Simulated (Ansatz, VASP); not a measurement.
Two plane-wave programs on Ta3Ag

```
CELL_PARAMETERS angstrom
4.15783 0.00000 0.00000
0.00000 4.15783 0.00000
0.00000 0.00000 4.15783
ATOMIC_POSITIONS crystal
Ta 0.00000 0.50000 0.50000
Ta 0.50000 0.00000 0.50000
Ta 0.50000 0.50000 0.00000
Ag 0.00000 0.00000 0.00000
```

Alike in both runs: task relaxation of cell and atoms; functional PBE; k mesh 12 × 12 × 12; occupations gaussian, width 0.1 eV; no spin polarisation.

|  | VASP | Ansatz |
| --- | --- | --- |
| version | VASP 6.6.1 | Ansatz 0.2.0 |
| potentials or method | VASP PAW PBE potentials, release 64 (Ta_pv, Ag), cutoff 600 eV | scalar-relativistic, plane waves, PAW |
| valence electrons in the cell | 44 | 58 |

```csv
,VASP,Ansatz,Ansatz less VASP
"gap on the k mesh at the Fermi level, each at its own relaxed structure (eV)",none,none,-
relaxed volume (Å³/atom),17.99,17.99,+0.002
relaxed cell length with the largest relative difference (Å),4.160,4.160,+0.0001
```

A gap of «none» marks a metal or a gap that the smearing closes. VASP's potentials hold 44 valence electrons a cell and Ansatz's 58, so a difference there can come from the potentials and not from the codes.

Neither program's run includes spin-orbit coupling.
